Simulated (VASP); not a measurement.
# Ga (Cmce) in VASP: further runs, part 2 of 2

VASP 6.6.1.

### Step 3. Single point, LDA

This run uses another cell than the first one, of 19.20 Å³/atom, 1.021 times its volume.

Input file INCAR:

```
PREC = Accurate
ENCUT = 520
EDIFF = 1E-6
ISMEAR = -1
SIGMA = 0.05
LREAL = F
LASPH = T
NELM = 80
ALGO = Fast
ISIF = 2
LWAVE = F
LCHARG = F
NBANDS = 34
```

Input file KPOINTS:

```
regular mesh
0
Gamma
  7 7 6
```

Input file POSCAR:

```
Ga
1.0
    2.2463216903     -3.8047911717      0.0000000000
    2.2463216903      3.8047911717      0.0000000000
    0.0000000000      0.0000000000      4.4936366690
Ga
4
Direct
    0.3451000000      0.6549000000      0.4190000000
    0.1549000000      0.8451000000      0.9190000000
    0.6549000000      0.3451000000      0.5810000000
    0.8451000000      0.1549000000      0.0810000000
```

Potentials or basis: VASP PAW LDA potentials, release 64 (Ga_d).

On the command line:

```sh
$ cat potpaw_LDA.64/Ga_d/POTCAR > POTCAR
$ mpirun -np 1 vasp_std > vasp.out
```

OUTCAR:

```text
PREC = Accurate
   ENCUT = 520
   EDIFF = 1E-6
   ISMEAR = -1
   LREAL = F
   LASPH = T
   NELM = 80
   ISIF = 2

 ion  position               nearest neighbor table
   1  0.345  0.655  0.419-   3 2.47   2 2.67   2 2.67   4 2.71   4 2.71   3 2.77   3 2.77
   2  0.155  0.845  0.919-   4 2.47   1 2.67   1 2.67   3 2.71   3 2.71   4 2.77   4 2.77
   3  0.655  0.345  0.581-   1 2.47   4 2.67   4 2.67   2 2.71   2 2.71   1 2.77   1 2.77
   4  0.845  0.155  0.081-   2 2.47   3 2.67   3 2.67   1 2.71   1 2.71   2 2.77   2 2.77

  LATTYP: Found a base centered orthorhombic cell.
 ALAT       =     4.4926433806
 B/A-ratio  =     1.6937873093
 C/A-ratio  =     1.0002210922

  Lattice vectors:

 A1 = (   2.2463216903,  -3.8047911717,   0.0000000000)
 A2 = (   2.2463216903,   3.8047911717,   0.0000000000)
 A3 = (   0.0000000000,   0.0000000000,   4.4936366690)

Analysis of symmetry for initial positions (statically):
=====================================================================
 Subroutine PRICEL returns:
 Original cell was already a primitive cell.

 Routine SETGRP: Setting up the symmetry group for a
 base centered orthorhombic supercell.

 Subroutine GETGRP returns: Found  8 space group operations
 (whereof  4 operations were pure point group operations)
 out of a pool of  8 trial point group operations.

The static configuration has the point symmetry C_2h.
 The point group associated with its full space group is D_2h.

Analysis of symmetry for dynamics (positions and initial velocities):
=====================================================================
 Subroutine PRICEL returns:
 Original cell was already a primitive cell.

 Routine SETGRP: Setting up the symmetry group for a
 base centered orthorhombic supercell.

 Subroutine GETGRP returns: Found  8 space group operations
 (whereof  4 operations were pure point group operations)
 out of a pool of  8 trial point group operations.

The dynamic configuration has the point symmetry C_2h.
 The point group associated with its full space group is D_2h.

 Subroutine INISYM returns: Found  8 space group operations
 (whereof  4 operations are pure point group operations),
 and found     1 'primitive' translations

----------------------------------------------------------------------------------------

                                     Primitive cell

  volume of cell :      76.8123

  direct lattice vectors                    reciprocal lattice vectors
     2.246321690 -3.804791172  0.000000000     0.222586107 -0.131413257  0.000000000
     2.246321690  3.804791172  0.000000000     0.222586107  0.131413257  0.000000000
     0.000000000  0.000000000  4.493636669     0.000000000  0.000000000  0.222536906

  length of vectors
     4.418415666  4.418415666  4.493636669     0.258484079  0.258484079  0.222536906

  position of ions in fractional coordinates (direct lattice)
     0.345100000  0.654900000  0.419000000
     0.154900000  0.845100000  0.919000000
     0.654900000  0.345100000  0.581000000
     0.845100000  0.154900000  0.081000000

  ion indices of the primitive-cell ions
   primitive index   ion index
                 1           1
                 2           2
                 3           3
                 4           4

----------------------------------------------------------------------------------------

 KPOINTS: regular mesh

Automatic generation of k-mesh.
 Grid dimensions read from file:
 generate k-points for:    7    7    6

 Generating k-lattice:

  Cartesian coordinates                     Fractional coordinates (reciprocal lattice)
     0.031798015 -0.018773322  0.000000000     0.142857143  0.000000000  0.000000000
     0.031798015  0.018773322  0.000000000     0.000000000  0.142857143  0.000000000
     0.000000000  0.000000000  0.037089484     0.000000000  0.000000000  0.166666667

  Length of vectors
     0.036926297  0.036926297  0.037089484

  Shift w.r.t. Gamma in fractional coordinates (k-lattice)
     0.000000000  0.000000000  0.000000000

 Subroutine IBZKPT returns following result:
 ===========================================

 Found     64 irreducible k-points:

 Following reciprocal coordinates:
            Coordinates               Weight
  0.000000  0.000000  0.000000      1.000000
  0.142857  0.000000  0.000000      4.000000
  0.285714  0.000000  0.000000      4.000000
  0.428571  0.000000  0.000000      4.000000
  0.142857  0.142857  0.000000      2.000000
  0.285714  0.142857  0.000000      4.000000
[... 16 lines left out ...]
  0.428571  0.142857  0.166667      8.000000
 -0.428571  0.142857  0.166667      8.000000
 [... further k-points ...]
   k-points           NKPTS =     64   k-points in BZ     NKDIM =     64   number of bands    NBANDS=     34
   number of dos      NEDOS =    301   number of ions     NIONS =      4
   total plane-waves  NPLWV =  46656
   dimension x,y,z NGX =    36 NGY =   36 NGZ =   36
   dimension x,y,z NGXF=    72 NGYF=   72 NGZF=   72
   ions per type =               4
   NGX,Y,Z   is equivalent  to a cutoff of  13.55, 13.55, 13.32 a.u.
   NGXF,Y,Z  is equivalent  to a cutoff of  27.09, 27.09, 26.64 a.u.
 SYSTEM =  unknown system
   PREC   = accura    normal or accurate (medium, high low for compatibility)
   ISTART =      0    job   : 0-new  1-cont  2-samecut
   ICHARG =      2    charge: 1-file 2-atom 10-const
   ISPIN  =      1    spin polarized calculation?
   LNONCOLLINEAR =      F non collinear calculations
   LSORBIT =      F    spin-orbit coupling
   LASPH  =      T    aspherical Exc in radial PAW
   ENCUT  =  520.0 eV  38.22 Ry    6.18 a.u.   8.22  8.22  8.36*2*pi/ulx,y,z
   NELM   =     80;   NELMIN=  2; NELMDL= -5     # of ELM steps
   EDIFF  = 0.1E-05   stopping-criterion for ELM
   LREAL  =      F    real-space projection
   EDIFFG = 0.1E-04   stopping-criterion for IOM
   NSW    =      0    number of steps for IOM
   IBRION =     -1    ionic relax: 0-MD 1-quasi-New 2-CG
   NFREE  =      0    steps in history (QN), initial steepest desc. (CG)
   ISIF   =      2    stress and relaxation
   ISYM   =      2    0-nonsym 1-usesym 2-fastsym
   POTIM  = 0.5000    time-step for ionic-motion
   TEBEG  =    0.0;   TEEND  =   0.0 temperature during run
   PSTRESS=    0.0 pullay stress
   NELECT =      52.0000    total number of electrons
   NUPDOWN=      -1.0000    fix difference up-down
   EMIN   =  10.00;   EMAX   =-10.00  energy-range for DOS
   EFERMI =   0.00;   METHOD = LEGACY
   ISMEAR =    -1;   SIGMA  =   0.05  broadening in eV -4-tet -1-fermi 0-gaus
   EFERMI_NEDOS =   21; number of points for ismear=-14 and -15
   IALGO  =     68    algorithm
   IMIX   =      4    mixing-type and parameters
     AMIX     =   0.40;   BMIX     =  1.00
     AMIX_MAG =   1.60;   BMIX_MAG =  1.00
  volume/ion in A,a.u.               =      19.20       129.59
  Fermi-wavevector in a.u.,A,eV,Ry     =   1.437471  2.716426 28.114022  2.066322
  Thomas-Fermi vector in A             =   2.556545
   LORBIT       =      0    0 simple, 1 ext, 2 COOP (PROOUT), +10 PAW based schemes
   GGA     = CA    functional components
   LHFCALC =     F    Hartree Fock is set to
   AEXX    =    0.0000 exact exchange contribution
   IVDW    =     0    specifies the selected vdW correction
   LEPSILON=     F    determine dielectric tensor
   LRPA    =     F    only Hartree local field effects (RPA)
 non-spin polarized calculation
 RMM-DIIS sequential band-by-band and
  energy-cutoff  :      520.00
  volume of cell :       76.81
 maximum number of plane-waves:      2091
 NGX is ok and might be reduce to    36
   NGX = 17   NGY = 17   NGZ = 17

 number of electron      52.0000015 magnetization

 Free energy of the ion-electron system (eV)
  ---------------------------------------------------
  ext. energy  EPLUGINS =         0.00000000
  ---------------------------------------------------
  free energy    TOTEN  =       -14.39048750 eV

  energy without entropy =      -14.38172472  energy(sigma->0) =      -14.38610611

 E-fermi :   5.0117     XC(G=0): -11.0730

 val. band max:        4.9854093710   @ k =   0.0000   0.0000   0.5000
 cond. band min:       5.0145282119   @ k =   0.2857   0.2857   0.0000
 fundamental gap:      0.0291188409
 Fermi energy:         5.0116717938

 k-point     1 :       0.0000    0.0000    0.0000
  band No.  band energies     occupation
      1     -10.3099      2.00000
      2     -10.3065      2.00000
      3     -10.2810      2.00000
      4     -10.2599      2.00000
      5     -10.2279      2.00000
      6     -10.2020      2.00000
[... 877 lines left out ...]
     33      12.3875      0.00000
     34      14.2124      0.00000

 [... further k-points ...]
[... 5 lines left out ...]
  --------------------------------------------------------------------------------------
  -------------------------------------------------------------------------------------
  Total       -1.6307797     -0.9411047     -1.0851516      0.0000000      0.0000000      0.0000000
  in kB      -34.0153661    -19.6298871    -22.6344670      0.0000000      0.0000000      0.0000000
  external PRESSURE =     -25.4265734 kB  Pullay stress =       0.0000000 kB

 VOLUME and BASIS-vectors are now :
 -----------------------------------------------------------------------------
  energy-cutoff  :      520.00
  volume of cell :       76.81
      direct lattice vectors                 reciprocal lattice vectors
     2.246321690 -3.804791172  0.000000000     0.222586107 -0.131413257  0.000000000
     2.246321690  3.804791172  0.000000000     0.222586107  0.131413257  0.000000000
     0.000000000  0.000000000  4.493636669     0.000000000  0.000000000  0.222536906

 POSITION                                       TOTAL-FORCE (eV/Angst)
 -----------------------------------------------------------------------------------
      2.24632      1.17872      1.88283         0.000000      0.130594     -0.057110
      2.24632      2.62607      4.12965         0.000000     -0.130594     -0.057110
      2.24632     -1.17872      2.61080         0.000000     -0.130594      0.057110
      2.24632     -2.62607      0.36398         0.000000      0.130594      0.057110
 -----------------------------------------------------------------------------------
    total drift:                               -0.000000     -0.000000      0.000000

  FREE ENERGIE OF THE ION-ELECTRON SYSTEM (eV)
  ---------------------------------------------------
  free  energy   TOTEN  =       -14.3904874991 eV

  energy  without entropy=      -14.3817247196  energy(sigma->0) =      -14.38610611
```

stdout:

```text
POSCAR found type information on POSCAR Ga
 POSCAR found :  1 types and       4 ions
 scaLAPACK will be used
 LDA part: xc-table for (Slater(with rela. corr.)+CA(PZ))
 , standard interpolation
 POSCAR, INCAR and KPOINTS ok, starting setup
 FFT: planning ... GRIDC
 FFT: planning ... GRID_SOFT
 FFT: planning ... GRID
 WAVECAR not read
 entering main loop
WARNING in EDDRMM: call to ZHEGV failed, returncode =   8  4     31
```

Run time: 65 s. Hardware: 1 thread of Intel Xeon 6975P-C (Granite Rapids), shared host; peak memory 0.24 GiB.

Results:

```yaml
Free_energy: -14.3905 eV
Pressure: -2.5 GPa
Largest_force: 0.143 eV/Å
Band_gap_on_the_k_mesh: zero (band 26 reaches 5.36 eV, above the bottom of band 27 at 4.06 eV)
```

Forces on the atoms (eV/Å):
```
Ga   0.000  0.131 -0.057
Ga   0.000 -0.131 -0.057
Ga   0.000 -0.131  0.057
Ga   0.000  0.131  0.057
```

### Step 4. Single point, LDA

This run uses another cell than the first one, of 19.59 Å³/atom, 1.042 times its volume.

Input file INCAR:

```
  ALGO = Fast
  EDIFF = 1E-6
  ENCUT = 520
  ISIF = 2
  ISMEAR = -1
  LASPH = T
  LCHARG = T
  LELF = T
  LREAL = F
  LVHAR = T
  LWAVE = F
  NBANDS = 34
  NELM = 100
  PREC = Accurate
  SIGMA = 0.05
```

Input file KPOINTS:

```
k-points
0
Gamma
  7 7 6
```

Input file POSCAR:

```
Ga
1.0
    2.2615000000     -3.8305000000      0.0000000000
    2.2615000000      3.8305000000      0.0000000000
    0.0000000000      0.0000000000      4.5240000000
Ga
4
Direct
    0.3451000000      0.6549000000      0.4190000000
    0.1549000000      0.8451000000      0.9190000000
    0.6549000000      0.3451000000      0.5810000000
    0.8451000000      0.1549000000      0.0810000000
```

On the command line:

```sh
$ cat potpaw_LDA.64/Ga_d/POTCAR > POTCAR
$ mpirun -np 1 vasp_std > vasp.out
```

Run time: 62 s. Hardware: 1 thread of Intel Xeon 6975P-C (Granite Rapids), shared host; peak memory 0.24 GiB.

It converged, with:

```yaml
Free_energy: -14.3607 eV
Pressure: -3.6 GPa
Largest_force: 0.139 eV/Å
Band_gap_on_the_k_mesh: zero (band 26 reaches 5.17 eV, above the bottom of band 27 at 3.88 eV)
```

Forces on the atoms (eV/Å):
```
Ga   0.000  0.130 -0.050
Ga   0.000 -0.130 -0.050
Ga   0.000 -0.130  0.050
Ga   0.000  0.130  0.050
```

Stress tensor (GPa, compression positive):
```
-4.34  0.00  0.00
 0.00 -3.11  0.00
 0.00  0.00 -3.38
```

Levels at points of the mesh, in eV from the Fermi level:
```csv
k point,band 23,band 24,band 25,band 26,band 27,band 28,band 29,band 30
"(0.00, 0.00, 0.00)",-3.76,-1.89,-1.71,-0.81,0.86,0.87,1.00,4.93
"(0.00, 0.00, 0.50)",-0.33,-0.33,-0.03,-0.03,-0.01,-0.01,2.02,2.02
```

### Step 5. Summary

| level | potentials or basis | cell | further INCAR settings | gap on the mesh (eV) | pressure (GPa) | largest force (eV/Å) |
| --- | --- | --- | --- | --- | --- | --- |
| PBE | VASP PAW PBE potentials, release 64 (Ga_d) | a = 4.388, b = 4.388, c = 4.463 Å, angles 90.0, 90.0, 118.9°, 4 atoms | ALGO = Fast; EDIFF = 1e-07; NBANDS = 34 | none | 4.7 | 0.11 |
| LDA | VASP PAW LDA potentials, release 64 (Ga_d) | a = 4.418, b = 4.418, c = 4.494 Å, angles 90.0, 90.0, 118.9°, 4 atoms | ALGO = Fast; EDIFF = 1e-06; NBANDS = 34 | none | -2.5 | 0.14 |
| LDA | VASP PAW LDA potentials, release 64 (Ga_d) | a = 4.448, b = 4.448, c = 4.524 Å, angles 90.0, 90.0, 118.9°, 4 atoms | ALGO = Fast; EDIFF = 1e-06; NBANDS = 34 | none | -3.6 | 0.14 |

Alike in all rows: task single point; no spin polarisation; k mesh 7 × 7 × 6; cutoff (eV) 520; smearing fermi-dirac 0.05 eV.

Absolute energies hang on the potentials; compare differences alone.
